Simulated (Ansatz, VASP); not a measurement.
# One calculation of Hg, two programs

```
Hg
1.0
     1.71270    0.98883    2.23400
    -1.71270    0.98883    2.23400
     0.00000   -1.97766    2.23400
Hg
1
Direct
  0.00000 0.00000 0.00000
```

Change from the starting cell: equal xx and yy strain of -1 %.

Alike in both runs: task single point; functional LDA; k mesh 12 × 12 × 12; occupations fermi-dirac, width 0.03 eV; no spin polarisation.

|  | VASP | Ansatz |
| --- | --- | --- |
| version | VASP 6.6.1 | Ansatz 0.2.0 |
| potentials or method | VASP PAW LDA potentials, release 64 (Hg), cutoff 520 eV | all-electron LAPW, scalar-relativistic |

VASP gave:

- pressure (GPa): -0.3
- traceless stress, the component that is largest in VASP (GPa): -0.31

Question: Which values does Ansatz return?

Answer: Pressure (GPa): -0.9; traceless stress, the component that is largest in VASP (GPa): -0.70.

LDA's correlation is that of Perdew and Zunger in VASP and of Perdew and Wang (1992) in Ansatz. Ansatz ran all-electron here, and VASP with PAW potentials.

Neither program's run includes spin-orbit coupling.
